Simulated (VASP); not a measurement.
Input of a VASP 6.6.1 run:

File INCAR:

```
SYSTEM = ScF6
PREC = Accurate
ENCUT = 600
EDIFF = 1E-6
ISMEAR = 0
SIGMA = 0.2
LREAL = .FALSE.
LASPH = .TRUE.
NELM = 120
ALGO = Normal
ISIF = 2
LWAVE = .FALSE.
LCHARG = .FALSE.
GGA = PE
NBANDS = 36
GGA_COMPAT = .FALSE.
```

File KPOINTS:

```
Automatic mesh
0
G
  4 4 4
  0 0 0
```

The input POSCAR:

```
ScF6
1.0
    0.0000000000      3.3330373681      3.3330373681
    3.3330373681      0.0000000000      3.3330373681
    3.3330373681      3.3330373681      0.0000000000
Sc F
1 6
Direct
    0.5000000000      0.5000000000      0.5000000000
    0.5000000000      0.0000000000      0.0000000000
    0.0000000000      0.5000000000      0.5000000000
    0.0000000000      0.5000000000      0.0000000000
    0.5000000000      0.0000000000      0.5000000000
    0.0000000000      0.0000000000      0.5000000000
    0.5000000000      0.5000000000      0.0000000000
```

Potentials or basis: VASP PAW PBE potentials, release 64 (Sc_sv, F).

Run with:

```bash
$ cat potpaw_PBE.64/Sc_sv/POTCAR potpaw_PBE.64/F/POTCAR > POTCAR
$ mpirun -np 1 vasp_std > vasp.out
```

Question: What does it give for the pressure?

Answer: -0.3 GPa.

Question: Estimate the band gap on the k mesh.

Answer: Zero (an odd number of electrons rules out a gap without spin polarisation).

Caveat: the k points lie up to 0.41 Å⁻¹ apart, too coarse for converged energies and pressures of a metal; an odd number of electrons without spin polarisation forces a metal; a magnetic or distorted state may lie lower.
